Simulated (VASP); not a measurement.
# K (Im-3m) in VASP: further runs, part 2 of 2

VASP 6.6.1. The steps go on from the part before.

### Step 3. Single point, PBE

File INCAR:

```
ALGO = Normal
EDIFF = 1E-7
ENCUT = 520
GGA = PE
ISIF = 2
ISMEAR = 1
LASPH = True
LCHARG = True
LELF = True
LREAL = False
LVHAR = True
LWAVE = False
NBANDS = 10
NELM = 100
PREC = Accurate
SIGMA = 0.3
```

File KPOINTS:

```
k-points
0
Gamma
  9 9 9
```

File POSCAR:

```
K
1.0
   -2.6417142217      2.6417142217      2.6417142217
    2.6417142217     -2.6417142217      2.6417142217
    2.6417142217      2.6417142217     -2.6417142217
K
1
Direct
    0.0000000000      0.0000000000      0.0000000000
```

Potentials or basis: VASP PAW PBE potentials, release 64 (K_sv).

The run is started by

```
cat potpaw_PBE.64/K_sv/POTCAR > POTCAR
mpirun -np 1 vasp_std > vasp.out
```

OUTCAR:

```text
EDIFF = 1E-7
   ENCUT = 520
   GGA = PE
   ISIF = 2
   ISMEAR = 1
   LASPH = True
   LREAL = False
   NELM = 100
   PREC = Accurate

 ion  position               nearest neighbor table
   1  0.000  0.000  0.000-

  LATTYP: Found a body centered cubic cell.
 ALAT       =     5.2834284434

  Lattice vectors:

 A1 = (  -2.6417142217,   2.6417142217,   2.6417142217)
 A2 = (   2.6417142217,  -2.6417142217,   2.6417142217)
 A3 = (   2.6417142217,   2.6417142217,  -2.6417142217)

Analysis of symmetry for initial positions (statically):
=====================================================================
 Subroutine PRICEL returns:
 Original cell was already a primitive cell.

 Routine SETGRP: Setting up the symmetry group for a
 body centered cubic supercell.

 Subroutine GETGRP returns: Found 48 space group operations
 (whereof 48 operations were pure point group operations)
 out of a pool of 48 trial point group operations.

The static configuration has the point symmetry O_h .

Analysis of symmetry for dynamics (positions and initial velocities):
=====================================================================
 Subroutine PRICEL returns:
 Original cell was already a primitive cell.

 Routine SETGRP: Setting up the symmetry group for a
 body centered cubic supercell.

 Subroutine GETGRP returns: Found 48 space group operations
 (whereof 48 operations were pure point group operations)
 out of a pool of 48 trial point group operations.

The dynamic configuration has the point symmetry O_h .

 Subroutine INISYM returns: Found 48 space group operations
 (whereof 48 operations are pure point group operations),
 and found     1 'primitive' translations

----------------------------------------------------------------------------------------

                                     Primitive cell

  volume of cell :      73.7424

  direct lattice vectors                    reciprocal lattice vectors
    -2.641714222  2.641714222  2.641714222     0.000000000  0.189271041  0.189271041
     2.641714222 -2.641714222  2.641714222     0.189271041  0.000000000  0.189271041
     2.641714222  2.641714222 -2.641714222     0.189271041  0.189271041  0.000000000

  length of vectors
     4.575583251  4.575583251  4.575583251     0.267669673  0.267669673  0.267669673

  position of ions in fractional coordinates (direct lattice)
     0.000000000  0.000000000  0.000000000

  ion indices of the primitive-cell ions
   primitive index   ion index
                 1           1

----------------------------------------------------------------------------------------

 KPOINTS: k-points

Automatic generation of k-mesh.
 Grid dimensions read from file:
 generate k-points for:    9    9    9

 Generating k-lattice:

  Cartesian coordinates                     Fractional coordinates (reciprocal lattice)
     0.000000000  0.021030116  0.021030116     0.111111111  0.000000000  0.000000000
     0.021030116  0.000000000  0.021030116     0.000000000  0.111111111  0.000000000
     0.021030116  0.021030116  0.000000000     0.000000000  0.000000000  0.111111111

  Length of vectors
     0.029741075  0.029741075  0.029741075

  Shift w.r.t. Gamma in fractional coordinates (k-lattice)
     0.000000000  0.000000000  0.000000000

 Subroutine IBZKPT returns following result:
 ===========================================

 Found     35 irreducible k-points:

 Following reciprocal coordinates:
            Coordinates               Weight
  0.000000  0.000000  0.000000      1.000000
  0.111111  0.000000  0.000000     12.000000
  0.222222  0.000000  0.000000     12.000000
  0.333333  0.000000  0.000000     12.000000
  0.444444  0.000000  0.000000     12.000000
  0.111111  0.111111  0.000000     24.000000
[... 16 lines left out ...]
 -0.333333  0.444444  0.111111     48.000000
 -0.444444 -0.444444  0.111111     24.000000
 [... further k-points ...]
   k-points           NKPTS =     35   k-points in BZ     NKDIM =     35   number of bands    NBANDS=     10
   number of dos      NEDOS =    301   number of ions     NIONS =      1
   total plane-waves  NPLWV =  46656
   dimension x,y,z NGX =    36 NGY =   36 NGZ =   36
   dimension x,y,z NGXF=    72 NGYF=   72 NGZF=   72
   ions per type =               1
   NGX,Y,Z   is equivalent  to a cutoff of  13.08, 13.08, 13.08 a.u.
   NGXF,Y,Z  is equivalent  to a cutoff of  26.16, 26.16, 26.16 a.u.
 SYSTEM =  unknown system
   PREC   = accura    normal or accurate (medium, high low for compatibility)
   ISTART =      0    job   : 0-new  1-cont  2-samecut
   ICHARG =      2    charge: 1-file 2-atom 10-const
   ISPIN  =      1    spin polarized calculation?
   LNONCOLLINEAR =      F non collinear calculations
   LSORBIT =      F    spin-orbit coupling
   LASPH  =      T    aspherical Exc in radial PAW
   ENCUT  =  520.0 eV  38.22 Ry    6.18 a.u.   8.51  8.51  8.51*2*pi/ulx,y,z
   NELM   =    100;   NELMIN=  2; NELMDL= -5     # of ELM steps
   EDIFF  = 0.1E-06   stopping-criterion for ELM
   LREAL  =      F    real-space projection
   EDIFFG = 0.1E-05   stopping-criterion for IOM
   NSW    =      0    number of steps for IOM
   IBRION =     -1    ionic relax: 0-MD 1-quasi-New 2-CG
   NFREE  =      0    steps in history (QN), initial steepest desc. (CG)
   ISIF   =      2    stress and relaxation
   ISYM   =      2    0-nonsym 1-usesym 2-fastsym
   POTIM  = 0.5000    time-step for ionic-motion
   TEBEG  =    0.0;   TEEND  =   0.0 temperature during run
   PSTRESS=    0.0 pullay stress
   NELECT =       9.0000    total number of electrons
   NUPDOWN=      -1.0000    fix difference up-down
   EMIN   =  10.00;   EMAX   =-10.00  energy-range for DOS
   EFERMI =   0.00;   METHOD = LEGACY
   ISMEAR =     1;   SIGMA  =   0.30  broadening in eV -4-tet -1-fermi 0-gaus
   EFERMI_NEDOS =   21; number of points for ismear=-14 and -15
   IALGO  =     38    algorithm
   IMIX   =      4    mixing-type and parameters
     AMIX     =   0.40;   BMIX     =  1.00
     AMIX_MAG =   1.60;   BMIX_MAG =  1.00
  volume/ion in A,a.u.               =      73.74       497.64
  Fermi-wavevector in a.u.,A,eV,Ry     =   0.812051  1.534553  8.972041  0.659426
  Thomas-Fermi vector in A             =   1.921523
   LORBIT       =      0    0 simple, 1 ext, 2 COOP (PROOUT), +10 PAW based schemes
   GGA     = PE    functional components
   LHFCALC =     F    Hartree Fock is set to
   AEXX    =    0.0000 exact exchange contribution
   IVDW    =     0    specifies the selected vdW correction
   LEPSILON=     F    determine dielectric tensor
   LRPA    =     F    only Hartree local field effects (RPA)
 non-spin polarized calculation
 Methfessel and Paxton  Order N= 1 SIGMA  =   0.30
  energy-cutoff  :      520.00
  volume of cell :       73.74
 maximum number of plane-waves:      2006
 NGX is ok and might be reduce to    36
   NGX = 17   NGY = 17   NGZ = 17

 number of electron       9.0000001 magnetization

 Free energy of the ion-electron system (eV)
  ---------------------------------------------------
  ext. energy  EPLUGINS =         0.00000000
  ---------------------------------------------------
  free energy    TOTEN  =        -1.04936042 eV

  energy without entropy =       -1.05324878  energy(sigma->0) =       -1.05065654

 E-fermi :  -0.1070     XC(G=0):  -5.6450

 val. band max:       -0.1859768583   @ k =  -0.3333   0.4444   0.1111
 cond. band min:      -0.0767952320   @ k =   0.4444   0.0000   0.0000
 fundamental gap:      0.1091816263
 Fermi energy:        -0.1069975786

 k-point     1 :       0.0000    0.0000    0.0000
  band No.  band energies     occupation
      1     -32.2595      2.00000
      2     -15.7092      2.00000
      3     -15.7092      2.00000
      4     -15.7092      2.00000
      5      -2.2782      2.00000
      6       4.1660     -0.00000
      7       4.1660     -0.00000
      8       4.1660     -0.00000
      9       5.0734     -0.00000
     10       5.0734     -0.00000
[... 287 lines left out ...]
 k-point    24 :      -0.4444   -0.4444    0.1111
  band No.  band energies     occupation
      1     -32.2547      2.00000
      2     -15.7695      2.00000
      3     -15.7416      2.00000
      4     -15.7199      2.00000
      5       0.7343     -0.00053
      6       0.7583     -0.00035
      7       2.6110     -0.00000
      8       4.0536     -0.00000
      9       5.1542     -0.00000
     10       5.6636     -0.00000

 [... further k-points ...]

------------------------ aborting loop because EDIFF is reached ----------------------------------------

  FORCE on cell =-STRESS in cart. coord.  units (eV):
  Direction    XX          YY          ZZ          XY          YZ          ZX
  --------------------------------------------------------------------------------------
  -------------------------------------------------------------------------------------
  Total       -0.0095187     -0.0095187     -0.0095187     -0.0000000     -0.0000000      0.0000000
  in kB       -0.2068103     -0.2068103     -0.2068103     -0.0000000     -0.0000000      0.0000000
  external PRESSURE =      -0.2068103 kB  Pullay stress =       0.0000000 kB

 VOLUME and BASIS-vectors are now :
 -----------------------------------------------------------------------------
  energy-cutoff  :      520.00
  volume of cell :       73.74
      direct lattice vectors                 reciprocal lattice vectors
    -2.641714222  2.641714222  2.641714222     0.000000000  0.189271041  0.189271041
     2.641714222 -2.641714222  2.641714222     0.189271041  0.000000000  0.189271041
     2.641714222  2.641714222 -2.641714222     0.189271041  0.189271041  0.000000000

 POSITION                                       TOTAL-FORCE (eV/Angst)
 -----------------------------------------------------------------------------------
      0.00000      0.00000      0.00000        -0.000000     -0.000000      0.000000
 -----------------------------------------------------------------------------------
    total drift:                               -0.000000     -0.000000      0.000000

  FREE ENERGIE OF THE ION-ELECTRON SYSTEM (eV)
  ---------------------------------------------------
  free  energy   TOTEN  =        -1.0493604194 eV

  energy  without entropy=       -1.0532487795  energy(sigma->0) =       -1.05065654
```

stdout:

```text
POSCAR found type information on POSCAR K
 POSCAR found :  1 types and       1 ions
 scaLAPACK will be used
 LDA part: xc-table for (Slater+PW92), standard interpolation
 POSCAR, INCAR and KPOINTS ok, starting setup
 FFT: planning ... GRIDC
 FFT: planning ... GRID_SOFT
 FFT: planning ... GRID
 WAVECAR not read
 entering main loop
```

Wall time 40 s (1 thread of AMD EPYC 7R13, shared host); peak memory 0.17 GiB.

What came out:

- Free energy: -1.0494 eV
- Pressure: 0.0 GPa
- Band gap on the k mesh: zero (an odd number of electrons rules out a gap without spin polarisation)

Levels at points of the mesh, in eV from the Fermi level:
```tsv
k point	band 1	band 2	band 3	band 4	band 5	band 6	band 7	band 8
(0.00, 0.00, 0.00)	-32.15	-15.60	-15.60	-15.60	-2.17	4.27	4.27	4.27
```

Caveat: so wide a smearing shifts energies and pressures.

### Step 4. Single point, PBE

File INCAR:

```
PREC = Accurate
ENCUT = 520
EDIFF = 1E-6
ISMEAR = 1
SIGMA = 0.6
LREAL = False
LASPH = True
NELM = 60
ALGO = Normal
ISIF = 2
LWAVE = False
LCHARG = False
GGA = PE
NBANDS = 10
```

File KPOINTS:

```
Automatic mesh
0
Gamma
  9 9 9
```

POSCAR is that of step 3.

Potentials or basis: VASP PAW PBE potentials, release 64 (K_sv).

The run is started by

```
cat potpaw_PBE.64/K_sv/POTCAR > POTCAR
mpirun -np 1 vasp_std > vasp.out
```

OUTCAR:

```text
PREC = Accurate
   ENCUT = 520
   EDIFF = 1E-6
   ISMEAR = 1
   LREAL = False
   LASPH = True
   NELM = 60
   ISIF = 2
   GGA = PE

 ion  position               nearest neighbor table
   1  0.000  0.000  0.000-

  LATTYP: Found a body centered cubic cell.
 ALAT       =     5.2834284434

  Lattice vectors:

 A1 = (  -2.6417142217,   2.6417142217,   2.6417142217)
 A2 = (   2.6417142217,  -2.6417142217,   2.6417142217)
[... 491 lines left out ...]
      9       5.1545     -0.00000
     10       5.6637     -0.00000

 [... further k-points ...]

------------------------ aborting loop because EDIFF is reached ----------------------------------------

  FORCE on cell =-STRESS in cart. coord.  units (eV):
  Direction    XX          YY          ZZ          XY          YZ          ZX
  --------------------------------------------------------------------------------------
  -------------------------------------------------------------------------------------
  Total       -0.0065635     -0.0065635     -0.0065635      0.0000000      0.0000000     -0.0000000
  in kB       -0.1426031     -0.1426031     -0.1426031      0.0000000      0.0000000     -0.0000000
  external PRESSURE =      -0.1426031 kB  Pullay stress =       0.0000000 kB

 VOLUME and BASIS-vectors are now :
 -----------------------------------------------------------------------------
  energy-cutoff  :      520.00
  volume of cell :       73.74
      direct lattice vectors                 reciprocal lattice vectors
    -2.641714222  2.641714222  2.641714222     0.000000000  0.189271041  0.189271041
     2.641714222 -2.641714222  2.641714222     0.189271041  0.000000000  0.189271041
     2.641714222  2.641714222 -2.641714222     0.189271041  0.189271041  0.000000000

 POSITION                                       TOTAL-FORCE (eV/Angst)
 -----------------------------------------------------------------------------------
      0.00000      0.00000      0.00000         0.000000      0.000000     -0.000000
 -----------------------------------------------------------------------------------
    total drift:                               -0.000000     -0.000000      0.000000

  FREE ENERGIE OF THE ION-ELECTRON SYSTEM (eV)
  ---------------------------------------------------
  free  energy   TOTEN  =        -1.0469810721 eV

  energy  without entropy=       -1.0494150820  energy(sigma->0) =       -1.04779241
```

OSZICAR:

```text
N       E                     dE             d eps       ncg     rms          rms(c)
DAV:   1     0.466073586924E+02    0.46607E+02   -0.35158E+03   700   0.678E+02
DAV:   2     0.630564407562E+00   -0.45977E+02   -0.45317E+02   752   0.191E+02
DAV:   3    -0.982387112709E+00   -0.16130E+01   -0.16076E+01  1092   0.292E+01
DAV:   4    -0.104570771574E+01   -0.63321E-01   -0.63276E-01  1024   0.441E+00
DAV:   5    -0.104635268012E+01   -0.64496E-03   -0.64493E-03  1044   0.387E-01    0.196E+00
DAV:   6    -0.104650046204E+01   -0.14778E-03   -0.14641E-03  1086   0.238E-01    0.121E+00
DAV:   7    -0.104690994374E+01   -0.40948E-03   -0.27258E-03  1058   0.331E-01    0.526E-02
DAV:   8    -0.104696533076E+01   -0.55387E-04   -0.10843E-04   878   0.123E-01    0.184E-02
DAV:   9    -0.104698227571E+01   -0.16945E-04   -0.14977E-05   872   0.317E-02    0.726E-03
DAV:  10    -0.104698114501E+01    0.11307E-05   -0.28317E-06  1058   0.136E-02    0.116E-03
DAV:  11    -0.104698107210E+01    0.72914E-07   -0.30712E-08   466   0.158E-03
   1 F= -.10469811E+01 E0= -.10477924E+01  d E =0.243401E-02
```

Run time: 42 s. Hardware: 1 thread of AMD EPYC 7R13, shared host; peak memory 0.17 GiB.

Results:

```
Free energy            : -1.0470 eV
Pressure               : 0.0 GPa
Band gap on the k mesh : zero (an odd number of electrons rules out a gap without spin polarisation)
```

Caveat: so wide a smearing shifts energies and pressures.

### Step 5. Overview

```csv
smearing,gap on the mesh (eV),pressure (GPa)
methfessel-paxton 0.2 eV,none,0.0
methfessel-paxton 0.3 eV,none,0.0
methfessel-paxton 0.6 eV,none,0.0
```

Alike in all rows: task single point; level PBE; potentials or basis VASP PAW PBE potentials, release 64 (K_sv); no spin polarisation; cell as given; k mesh 9 × 9 × 9; cutoff (eV) 520.

Caveats: so wide a smearing shifts energies and pressures (at least some runs).

Absolute energies hang on the potentials; compare differences alone.
